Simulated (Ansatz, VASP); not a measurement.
Given: the input of a run of VASP 6.6.1 on NiF.

The input INCAR:

```
ALGO = Normal
EDIFF = 1E-6
ENCUT = 520
GGA = PE
ISIF = 2
ISMEAR = -1
ISPIN = 2
LASPH = T
LCHARG = F
LMAXMIX = 4
LORBIT = 11
LREAL = F
LWAVE = F
MAGMOM = 1 0
NBANDS = 20
NELM = 150
PREC = Accurate
SIGMA = 0.05
```

The input KPOINTS:

```
k-points
0
Gamma
  10 10 10
```

Contents of POSCAR:

```
NiF
1.0
    0.0000000000      2.3348415800      2.3348415800
    2.3348415800      0.0000000000      2.3348415800
    2.3348415800      2.3348415800      0.0000000000
Ni F
1 1
Direct
    0.0000000000      0.0000000000      0.0000000000
    0.7500000000      0.7500000000      0.7500000000
```

Potentials or basis: VASP PAW PBE potentials, release 64 (Ni, F).

Run with:

```sh
$ cat potpaw_PBE.64/Ni/POTCAR potpaw_PBE.64/F/POTCAR > POTCAR
$ mpirun -np 1 vasp_std > vasp.out
```

Problem. Translate it to Ansatz 0.2.0. Potentials there: all-electron LAPW, scalar-relativistic.

Solution. As run (the cutoff follows the program's own potentials):

The input input.yaml:

```yaml
crystal:
  lattice:
    - [0.0, 2.33484158, 2.33484158]
    - [2.33484158, 0.0, 2.33484158]
    - [2.33484158, 2.33484158, 0.0]
  atoms:
    - { symbol: Ni, position: [0.0, 0.0, 0.0], spin: 1.0 }
    - { symbol: F, position: [0.75, 0.75, 0.75] }
kpoints:
  mp_grid: { grid: [10, 10, 10] }
scf:
  occupations: { method: fermi_dirac, width: 0.05 }
hamiltonian:
  xc: pbe
  pseudopotentials: { kind: all_electron, lapw: { basis_error: 0.001 } }
magnetization:
  spin_polarized: true
output:
  forces: true
  stress: true
  eigenvalues: true
  populations: true
```

Potentials or basis: all-electron LAPW, scalar-relativistic.

Launch:

```bash
$ ansatz run input.yaml --threads 2 --pin off --max-ram 6144MiB --backend cpu --events-out ev --progress --plain --runs-dir out
```

Both were run:

|  | VASP | Ansatz | Ansatz less VASP |
| --- | --- | --- | --- |
| gap on the k mesh at the Fermi level (eV) | none | none | - |
| pressure (GPa) | 7.2 | 7.3 | +0.13 |
| net moment per atom (μB) | 0.58 | 0.59 | +0.005 |
| size of the moment on the site where the two differ most (μB) | 1.13 | 1.15 | +0.014 |

Site moments also hang on the region over which each program counts them. A gap of «none» marks a metal or a gap that the smearing closes. Ansatz ran all-electron here, and VASP with PAW potentials.
